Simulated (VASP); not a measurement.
# SrRe (P-6m2) in VASP: notebook

Runs on SrRe. Level: PBE. Tasks: single point, relaxation of cell and atoms.

Everything below comes from runs of VASP 6.6.1. Logs are shortened: lines on timing, memory, paths and dates and some standing lists are left out, and cuts for length are marked.

## Step 1: The cell of the first run

The structure is hexagonal, space group P-6m2 (No. 187). The conventional cell has a = 2.984 Å, b = 2.984 Å, c = 5.493 Å, α = 90.00°, β = 90.00°, γ = 120.00°. Within 3.9 Å of Sr (site symmetry -6m2) lie 6 Sr at 2.98 Å and 6 Re at 3.24 Å. Within 3.9 Å of Re (site symmetry -6m2) lie 6 Re at 2.98 Å and 6 Sr at 3.24 Å.

## Step 2: Single point, PBE

Contents of INCAR:

```
SYSTEM = SrRe
ALGO = Fast
EDIFF = 1E-6
ENCUT = 520
GGA = PE
ISIF = 2
ISMEAR = 0
LASPH = .True.
LCHARG = .False.
LREAL = .False.
LWAVE = .False.
NBANDS = 16
NELM = 80
PREC = Accurate
SIGMA = 0.1
```

Contents of KPOINTS:

```
k-points
0
Gamma
  6 6 4
  0 0 0
```

Contents of POSCAR:

```
SrRe
1.0
    2.9840576611     -0.0000000022      0.0000000000
   -1.4920288286      2.5842697420      0.0000000000
    0.0000000000      0.0000000000      5.4929901691
Sr Re
1 1
Direct
    0.3333333333      0.6666666667      0.5000000000
    0.0000000000      0.0000000000      0.0000000000
```

Potentials or basis: VASP PAW PBE potentials, release 64 (Sr_sv, Re).

Command:

```bash
> cat potpaw_PBE.64/Sr_sv/POTCAR potpaw_PBE.64/Re/POTCAR > POTCAR
> mpirun -np 1 vasp_std > vasp.out
```

OUTCAR:

```text
SYSTEM = SrRe
   EDIFF = 1E-6
   ENCUT = 520
   GGA = PE
   ISIF = 2
   ISMEAR = 0
   LASPH = .True.
   LREAL = .False.
   NELM = 80
   PREC = Accurate

 ion  position               nearest neighbor table
   1  0.333  0.667  0.500-   2 3.24   2 3.24   2 3.24   2 3.24   2 3.24   2 3.24
   2  0.000  0.000  0.000-   1 3.24   1 3.24   1 3.24   1 3.24   1 3.24   1 3.24

  LATTYP: Found a hexagonal cell.
 ALAT       =     2.9840576611
 C/A-ratio  =     1.8407788297

  Lattice vectors:

 A1 = (   2.9840576611,  -0.0000000022,   0.0000000000)
 A2 = (  -1.4920288286,   2.5842697420,   0.0000000000)
 A3 = (   0.0000000000,   0.0000000000,   5.4929901691)

Analysis of symmetry for initial positions (statically):
=====================================================================
 Subroutine PRICEL returns:
 Original cell was already a primitive cell.

 Routine SETGRP: Setting up the symmetry group for a
 hexagonal supercell.

 Subroutine GETGRP returns: Found 12 space group operations
 (whereof 12 operations were pure point group operations)
 out of a pool of 24 trial point group operations.

The static configuration has the point symmetry D_3h.

Analysis of symmetry for dynamics (positions and initial velocities):
=====================================================================
 Subroutine PRICEL returns:
 Original cell was already a primitive cell.

 Routine SETGRP: Setting up the symmetry group for a
 hexagonal supercell.

 Subroutine GETGRP returns: Found 12 space group operations
 (whereof 12 operations were pure point group operations)
 out of a pool of 24 trial point group operations.

The dynamic configuration has the point symmetry D_3h.

 Subroutine INISYM returns: Found 12 space group operations
 (whereof 12 operations are pure point group operations),
 and found     1 'primitive' translations

----------------------------------------------------------------------------------------

                                     Primitive cell

  volume of cell :      42.3598

  direct lattice vectors                    reciprocal lattice vectors
     2.984057661 -0.000000002  0.000000000     0.335114168  0.193478255  0.000000000
    -1.492028829  2.584269742  0.000000000     0.000000000  0.386956510  0.000000000
     0.000000000  0.000000000  5.492990169     0.000000000  0.000000000  0.182050207

  length of vectors
     2.984057661  2.984057661  5.492990169     0.386956510  0.386956510  0.182050207

  position of ions in fractional coordinates (direct lattice)
     0.333333333  0.666666667  0.500000000
     0.000000000  0.000000000  0.000000000

  ion indices of the primitive-cell ions
   primitive index   ion index
                 1           1
                 2           2

----------------------------------------------------------------------------------------

 KPOINTS: k-points

Automatic generation of k-mesh.
 Grid dimensions read from file:
 generate k-points for:    6    6    4

 Generating k-lattice:

  Cartesian coordinates                     Fractional coordinates (reciprocal lattice)
     0.055852361  0.032246376  0.000000000     0.166666667 -0.000000000  0.000000000
     0.000000000  0.064492752  0.000000000     0.000000000  0.166666667  0.000000000
     0.000000000  0.000000000  0.045512552     0.000000000  0.000000000  0.250000000

  Length of vectors
     0.064492752  0.064492752  0.045512552

  Shift w.r.t. Gamma in fractional coordinates (k-lattice)
     0.000000000  0.000000000  0.000000000

 Subroutine IBZKPT returns following result:
 ===========================================

 Found     21 irreducible k-points:

 Following reciprocal coordinates:
            Coordinates               Weight
  0.000000  0.000000  0.000000      1.000000
  0.166667  0.000000  0.000000      6.000000
  0.333333  0.000000  0.000000      6.000000
  0.500000  0.000000  0.000000      3.000000
  0.166667  0.166667  0.000000      6.000000
  0.333333  0.166667  0.000000     12.000000
[... 13 lines left out ...]
  0.333333  0.166667  0.500000     12.000000
  0.333333  0.333333  0.500000      2.000000
   k-points           NKPTS =     21   k-points in BZ     NKDIM =     21   number of bands    NBANDS=     16
   number of dos      NEDOS =    301   number of ions     NIONS =      2
   total plane-waves  NPLWV =  24192
   dimension x,y,z NGX =    24 NGY =   24 NGZ =   42
   dimension x,y,z NGXF=    48 NGYF=   48 NGZF=   84
   ions per type =               1   1
   NGX,Y,Z   is equivalent  to a cutoff of  13.37, 13.37, 12.71 a.u.
   NGXF,Y,Z  is equivalent  to a cutoff of  26.74, 26.74, 25.42 a.u.
 SYSTEM =  SrRe
   PREC   = accura    normal or accurate (medium, high low for compatibility)
   ISTART =      0    job   : 0-new  1-cont  2-samecut
   ICHARG =      2    charge: 1-file 2-atom 10-const
   ISPIN  =      1    spin polarized calculation?
   LNONCOLLINEAR =      F non collinear calculations
   LSORBIT =      F    spin-orbit coupling
[... 27 lines left out ...]
   LORBIT       =      0    0 simple, 1 ext, 2 COOP (PROOUT), +10 PAW based schemes
   GGA     = PE    functional components
   LHFCALC =     F    Hartree Fock is set to
   AEXX    =    0.0000 exact exchange contribution
   IVDW    =     0    specifies the selected vdW correction
   LEPSILON=     F    determine dielectric tensor
   LRPA    =     F    only Hartree local field effects (RPA)
 non-spin polarized calculation
 RMM-DIIS sequential band-by-band and
 Gauss-broadening in eV      SIGMA  =   0.10
  energy-cutoff  :      520.00
  volume of cell :       42.36
 maximum number of plane-waves:      1172
 NGX is ok and might be reduce to    24
   NGX = 11   NGY = 11   NGZ = 21

 number of electron      17.0000001 magnetization

 Free energy of the ion-electron system (eV)
  ---------------------------------------------------
  ext. energy  EPLUGINS =         0.00000000
  ---------------------------------------------------
  free energy    TOTEN  =       -11.08345024 eV

  energy without entropy =      -11.07157037  energy(sigma->0) =      -11.07751030

 E-fermi :   5.2927     XC(G=0): -11.3347

 val. band max:        5.0281128914   @ k =   0.3333   0.0000   0.5000
 cond. band min:       5.3097724654   @ k =   0.1667   0.0000   0.5000
 fundamental gap:      0.2816595741
 Fermi energy:         5.2927471751

 k-point     1 :       0.0000    0.0000    0.0000
  band No.  band energies     occupation
      1     -30.7283      2.00000
      2     -12.5660      2.00000
      3     -11.2080      2.00000
      4     -11.2080      2.00000
      5      -1.3705      2.00000
      6       2.3256      2.00000
[... 8 lines left out ...]
     15      13.6051      0.00000
     16      13.6051      0.00000

 k-point     2 :       0.1667    0.0000    0.0000
  band No.  band energies     occupation
      1     -30.5791      2.00000
      2     -12.4118      2.00000
      3     -12.1133      2.00000
      4     -11.3974      2.00000
      5      -0.4703      2.00000
      6       2.9694      2.00000
[... 8 lines left out ...]
     15      13.3187      0.00000
     16      13.4008      0.00000

 k-point     3 :       0.3333    0.0000    0.0000
  band No.  band energies     occupation
      1     -30.2620      2.00000
      2     -13.6626      2.00000
      3     -12.0821      2.00000
      4     -11.7510      2.00000
      5       1.2347      2.00000
      6       3.0776      2.00000
[... 8 lines left out ...]
     15      13.3864      0.00000
     16      14.2271      0.00000

 k-point     4 :       0.5000    0.0000    0.0000
  band No.  band energies     occupation
      1     -30.0926      2.00000
      2     -14.3558      2.00000
      3     -11.9169      2.00000
      4     -11.9051      2.00000
      5       1.4826      2.00000
      6       2.5398      2.00000
[... 8 lines left out ...]
     15      14.1914      0.00000
     16      14.9972      0.00000
[... 267 lines left out ...]
 k-point    19 :       0.1667    0.1667    0.5000
  band No.  band energies     occupation
      1     -30.3432      2.00000
      2     -13.1326      2.00000
      3     -12.1962      2.00000
      4     -11.8746      2.00000
      5       1.5399      2.00000
      6       2.9461      2.00000
[... 8 lines left out ...]
     15      11.3614      0.00000
     16      13.2378      0.00000

 k-point    20 :       0.3333    0.1667    0.5000
  band No.  band energies     occupation
      1     -30.0944      2.00000
      2     -13.9897      2.00000
      3     -12.4281      2.00000
      4     -11.9018      2.00000
      5       2.0570      2.00000
      6       2.7126      2.00000
[... 8 lines left out ...]
     15      11.6890      0.00000
     16      14.6576      0.00000

 k-point    21 :       0.3333    0.3333    0.5000
  band No.  band energies     occupation
      1     -30.0092      2.00000
      2     -13.4999      2.00000
      3     -13.4893      2.00000
      4     -11.8026      2.00000
      5       3.2581      2.00000
      6       3.4350      2.00000
[... 8 lines left out ...]
     15      13.1415      0.00000
     16      13.9256      0.00000

------------------------ aborting loop because EDIFF is reached ----------------------------------------

  FORCE on cell =-STRESS in cart. coord.  units (eV):
  Direction    XX          YY          ZZ          XY          YZ          ZX
  --------------------------------------------------------------------------------------
  -------------------------------------------------------------------------------------
  Total        0.0720817      0.0720817     -0.0695302      0.0000000      0.0000000     -0.0000000
  in kB        2.7263519      2.7263519     -2.6298444      0.0000000      0.0000000     -0.0000000
  external PRESSURE =       0.9409532 kB  Pullay stress =       0.0000000 kB

 VOLUME and BASIS-vectors are now :
 -----------------------------------------------------------------------------
  energy-cutoff  :      520.00
  volume of cell :       42.36
      direct lattice vectors                 reciprocal lattice vectors
     2.984057661 -0.000000002  0.000000000     0.335114168  0.193478255  0.000000000
    -1.492028829  2.584269742  0.000000000     0.000000000  0.386956510  0.000000000
     0.000000000  0.000000000  5.492990169     0.000000000  0.000000000  0.182050207

 POSITION                                       TOTAL-FORCE (eV/Angst)
 -----------------------------------------------------------------------------------
      0.00000      1.72285      2.74650         0.000000     -0.000000      0.000000
      0.00000      0.00000      0.00000        -0.000000      0.000000      0.000000
 -----------------------------------------------------------------------------------
    total drift:                                0.000000     -0.000000     -0.000000

  FREE ENERGIE OF THE ION-ELECTRON SYSTEM (eV)
  ---------------------------------------------------
  free  energy   TOTEN  =       -11.0834502392 eV

  energy  without entropy=      -11.0715703701  energy(sigma->0) =      -11.07751030
```

Run time: 40 s. Hardware: 1 thread of Intel Xeon Platinum 8259CL at 2.50GHz (Skylake/Cascade Lake), shared host; peak memory 0.16 GiB.

Results:

- Free energy: -11.0835 eV
- Pressure: 0.1 GPa

Caveat: the k points lie up to 0.41 Å⁻¹ apart; spin-orbit coupling is left out, which moves the levels of the heavy elements.

## Step 3: Single point, PBE

This run uses another cell than the first one, of 35.64 Å³/atom, 1.683 times its volume.

Contents of INCAR:

```
ALGO     = Fast           # electronic algorithm
EDIFF    = 1E-7           # SCF threshold, eV
ENCUT    = 520            # plane-wave cutoff, eV
GGA      = PE             # functional
ISIF     = 2              # what is computed and relaxed
ISMEAR   = 0              # smearing method
LASPH    = T              # aspherical terms in the spheres
LCHARG   = F              # write CHGCAR
LREAL    = F              # projectors in reciprocal space
LWAVE    = F              # write WAVECAR
NBANDS   = 16             # bands
NELM     = 100            # most SCF steps
PREC     = Accurate       # precision mode
SIGMA    = 0.1            # smearing width, eV
```

Contents of KPOINTS:

```
k-points
0
Gamma
  6 6 4
```

Contents of POSCAR:

```
SrRe
1.0
    3.8575545100      0.0000000000      0.0000000000
   -1.9287772500      3.3407402000      0.0000000000
    0.0000000000      0.0000000000      5.5307661200
Sr Re
1 1
Direct
    0.3333333300      0.6666666700      0.5000000000
    0.0000000000      0.0000000000      0.0000000000
```

Potentials or basis: VASP PAW PBE potentials, release 64 (Sr_sv, Re).

Command:

```bash
> cat potpaw_PBE.64/Sr_sv/POTCAR potpaw_PBE.64/Re/POTCAR > POTCAR
> mpirun -np 1 vasp_std > vasp.out
```

It took 98 s on 1 thread of Intel Xeon Platinum 8259CL at 2.50GHz (Skylake/Cascade Lake), shared host; peak memory 0.2 GiB.

Results (log left out):

```
Free energy : -9.1613 eV
Pressure    : -12.0 GPa
```

Stress tensor (GPa, compression positive):
```
-12.15   0.00   0.00
  0.00 -12.15   0.00
  0.00   0.00 -11.76
```

Levels at points of the mesh, in eV from the Fermi level:
```tsv
k point	band 5	band 6	band 7	band 8	band 9	band 10	band 11	band 12
(0.00, 0.00, 0.00)	-4.44	-1.51	-0.19	-0.19	0.28	0.28	1.82	1.83
(0.50, 0.00, 0.00)	-1.97	-1.11	-0.87	-0.09	0.00	0.94	1.61	1.81
(0.00, 0.00, 0.50)	-3.43	-2.09	-0.38	-0.26	-0.26	0.20	0.20	3.00
(0.50, 0.00, 0.50)	-1.96	-1.30	-0.63	0.13	0.76	0.94	0.98	1.65
```

Caveat: spin-orbit coupling is left out, which moves the levels of the heavy elements.

## Step 4: Single point, PBE, collinear spin, ferromagnetic start

Contents of INCAR:

```
SYSTEM = SrRe
PREC = Accurate ; ENCUT = 520
EDIFF = 1E-6 ; ISMEAR = 0
SIGMA = 0.1 ; LREAL = .FALSE.
LASPH = .TRUE. ; NELM = 150
ALGO = Fast ; ISIF = 2
LWAVE = .FALSE. ; LCHARG = .TRUE.
ISPIN = 2 ; MAGMOM = 0 1
LORBIT = 11 ; LMAXMIX = 4
GGA = PE ; LELF = .TRUE.
LVHAR = .TRUE. ; NBANDS = 20
```

Contents of KPOINTS:

```
Automatic mesh
0
G
  6 6 4
  0 0 0
```

Contents of POSCAR:

```
SrRe
1.0
    2.9840576611      0.0000000000      0.0000000000
   -1.4920288306      2.5842697409      0.0000000000
    0.0000000000      0.0000000000      5.4929901691
Sr Re
1 1
Direct
    0.3333333333      0.6666666667      0.5000000000
    0.0000000000      0.0000000000      0.0000000000
```

Command:

```bash
> cat potpaw_PBE.64/Sr_sv/POTCAR potpaw_PBE.64/Re/POTCAR > POTCAR
> mpirun -np 1 vasp_std > vasp.out
```

Wall time 73 s (1 thread of Intel Xeon Platinum 8259CL at 2.50GHz (Skylake/Cascade Lake), shared host); peak memory 0.19 GiB.

Results (log left out):

```yaml
Free_energy: -11.0835 eV
Pressure: 0.1 GPa
Net_moment: 0.00 μB per cell
Valence_electrons_inside_the_program's_atomic_spheres: Sr 8.33; Re 5.52
```

Stress tensor (GPa, compression positive):
```
 0.27  0.00  0.00
 0.00  0.27  0.00
 0.00  0.00 -0.27
```

Levels at points of the mesh, in eV from the Fermi level:
Spin up:
| k point | band 6 | band 7 | band 8 | band 9 | band 10 | band 11 |
| --- | --- | --- | --- | --- | --- | --- |
| (0.00, 0.00, 0.00) | -2.97 | -0.66 | -0.66 | 0.27 | 1.23 | 1.23 |
| (0.50, 0.00, 0.00) | -2.75 | -2.08 | 0.13 | 0.25 | 0.38 | 1.03 |
| (0.00, 0.00, 0.50) | -2.53 | -1.43 | -0.69 | -0.69 | 0.66 | 1.13 |
| (0.50, 0.00, 0.50) | -3.01 | -2.20 | -0.82 | 0.56 | 1.15 | 3.06 |
Spin down:
| k point | band 5 | band 6 | band 7 | band 8 | band 9 | band 10 | band 11 | band 12 |
| --- | --- | --- | --- | --- | --- | --- | --- | --- |
| (0.00, 0.00, 0.00) | -6.66 | -2.97 | -0.66 | -0.66 | 0.27 | 1.23 | 1.23 | 1.26 |
| (0.50, 0.00, 0.00) | -3.81 | -2.75 | -2.08 | 0.13 | 0.25 | 0.38 | 1.03 | 3.06 |
| (0.00, 0.00, 0.50) | -5.82 | -2.53 | -1.43 | -0.69 | -0.69 | 0.66 | 1.13 | 1.13 |
| (0.50, 0.00, 0.50) | -3.99 | -3.01 | -2.20 | -0.82 | 0.56 | 1.15 | 3.06 | 4.09 |

Caveat: the k points lie up to 0.41 Å⁻¹ apart; spin-orbit coupling is left out, which moves the levels of the heavy elements.

## Step 5: Relaxation of cell and atoms, PBE

This run uses another cell than the first one, of 35.64 Å³/atom, 1.683 times its volume.

Contents of INCAR:

```
ALGO = Normal
EDIFF = 1E-6
EDIFFG = -0.04
ENCUT = 600
GGA = PE
IBRION = 2
ISIF = 3
ISMEAR = 0
LASPH = True
LCHARG = False
LREAL = False
LWAVE = False
NELM = 80
NSW = 90
PREC = Accurate
SIGMA = 0.1
```

Contents of KPOINTS:

```
k-points
0
Gamma
  6 6 4
```

Contents of POSCAR:

```
SrRe
1.0
    3.8575545100      0.0000000000      0.0000000000
   -1.9287772500      3.3407402000      0.0000000000
    0.0000000000      0.0000000000      5.5307661200
Sr Re
1 1
Direct
    0.3333333300      0.6666666700      0.5000000000
    0.0000000000      0.0000000000      0.0000000000
```

Command:

```bash
> cat potpaw_PBE.64/Sr_sv/POTCAR potpaw_PBE.64/Re/POTCAR > POTCAR
> mpirun -np 1 vasp_std > vasp.out
```

Wall time 2.5 min (1 thread of Intel Xeon Platinum 8259CL at 2.50GHz (Skylake/Cascade Lake), shared host); peak memory 0.25 GiB.

It converged, with:

* Free energy: -11.0850 eV
* Relaxed volume: 21.27 Å³/atom
* Relaxed cell: a = 2.998 Å, b = 2.998 Å, c = 5.467 Å, α = 90.00°, β = 90.00°, γ = 120.00°
* Space group after relaxing (to 0.05 Å): P-6m2 (No. 187)
* Energy gained by relaxing: 961.6 meV/atom
* Ionic steps: 9
* Pressure after relaxing: -0.1 GPa

Stress tensor (GPa, compression positive):
```
-0.29  0.00  0.00
 0.00 -0.29  0.00
 0.00  0.00  0.28
```

The path:
| step | energy change (eV) | largest force (eV/Å) | pressure (GPa) | volume (Å³) |
| --- | --- | --- | --- | --- |
| 1 | 0.0000 | 0.0000 | -12.02 | 71.28 |
| 2 | -1.3948 | 0.0000 | -1.10 | 47.11 |
| 3 | -1.3982 | 0.0000 | 0.08 | 46.32 |
| 4 | -1.8017 | 0.0000 | 5.01 | 41.36 |
| 5 | -1.8227 | 0.0000 | 7.65 | 40.00 |
| 6 | -1.8558 | 0.0000 | -5.50 | 45.00 |
| 7 | -1.9232 | 0.0000 | -0.41 | 42.67 |
| 8 | -1.9233 | 0.0000 | -0.24 | 42.60 |
| 9 | -1.9232 | 0.0000 | -0.10 | 42.55 |

Final structure:
```
Sr Re
1.0
     2.99794    0.00000    0.00000
    -1.49897    2.59629    0.00000
     0.00000    0.00000    5.46657
Sr Re
1 1
Direct
  0.33333 0.66667 0.50000
  0.00000 0.00000 0.00000
```

Levels at points of the mesh, in eV from the Fermi level:
```csv
k point,band 6,band 7,band 8,band 9,band 10,band 11
"(0.00, 0.00, 0.00)",-2.96,-0.65,-0.65,0.32,1.18,1.18
"(0.50, 0.00, 0.00)",-2.72,-2.09,0.13,0.21,0.43,1.06
"(0.00, 0.00, 0.50)",-2.54,-1.41,-0.68,-0.68,0.72,1.07
"(0.50, 0.00, 0.50)",-2.99,-2.19,-0.77,0.53,1.14,2.99
```

Caveat: the volume moved by over 15 % at a fixed basis, so the end points are rough; spin-orbit coupling is left out, which moves the levels of the heavy elements.

## Step 6: Summary

```tsv
task	spin	cell	cutoff (eV)	gap on the mesh (eV)	pressure (GPa)
single point	off	a = 2.984, b = 2.984, c = 5.493 Å, angles 90.0, 90.0, 120.0°, 2 atoms	520	none	0.1
single point	off	a = 3.858, b = 3.858, c = 5.531 Å, angles 90.0, 90.0, 120.0°, 2 atoms	520	none	-12.0
single point	collinear, ferromagnetic start	a = 2.984, b = 2.984, c = 5.493 Å, angles 90.0, 90.0, 120.0°, 2 atoms	520	none	0.1
relaxation of cell and atoms	off	relaxed from a = 3.858, b = 3.858, c = 5.531 Å, angles 90.0, 90.0, 120.0°, 2 atoms	600	none	-0.1
```

Alike in all rows: level PBE; potentials or basis VASP PAW PBE potentials, release 64 (Sr_sv, Re); k mesh 6 × 6 × 4; smearing gaussian 0.1 eV.

Caveats: some runs use coarse meshes; spin-orbit coupling is left out, which moves the levels of the heavy elements; the volume moved by over 15 % at a fixed basis, so the end points are rough (some runs).

Total energies depend on the potentials used, so only differences within one code and one set of settings carry meaning.
